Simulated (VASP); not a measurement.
Runs of VASP 6.6.1 on WS2. The cell holds a slab with vacuum, 3 atoms: a = 3.184 Å, b = 3.184 Å, c = 16.951 Å, α = 90.00°, β = 90.00°, γ = 120.00°. 

| level | k mesh | smearing | share of exact exchange | screening parameter | gap on the mesh (eV) | largest force (eV/Å) |
| --- | --- | --- | --- | --- | --- | --- |
| PBE-based screened hybrid with 25 % exact exchange | 5 × 5 × 1 | fermi-dirac 0.05 eV | 0.25 | 0.2 1/Å | (b) | 0.29 |
| HSE06 | 6 × 6 × 2 | gaussian 0.01 eV | 0.25 | 0.2079 1/Å | 2.28 | 0.28 |
| PBE-based screened hybrid with 40 % exact exchange | 5 × 5 × 1 | fermi-dirac 0.05 eV | 0.4 | 0.2 1/Å | (a) | 0.60 |
| PBE-based screened hybrid with 30 % exact exchange | 5 × 5 × 1 | fermi-dirac 0.05 eV | 0.3 | 0.2 1/Å | 2.95 | 0.39 |
| PBE-based screened hybrid with 50 % exact exchange | 5 × 5 × 1 | fermi-dirac 0.05 eV | 0.5 | 0.2 1/Å | 3.50 | 0.81 |

Alike in all rows: task single point; potentials or basis VASP PAW PBE potentials, release 64 (W_sv, S); no spin polarisation; cell as given; cutoff (eV) 520.

**Question.** Estimate the missing entries.

**Answer.** (a) 3.22; (b) 2.81.

Caveats: some runs use coarse meshes; there is no dipole correction, which matters where the two faces differ; the PAW data sets were made with another functional, which shifts forces and pressure a little; spin-orbit coupling is left out, which moves the levels of the heavy elements.

A k mesh can miss the band edges, and the runs leave out spin-orbit coupling on W.
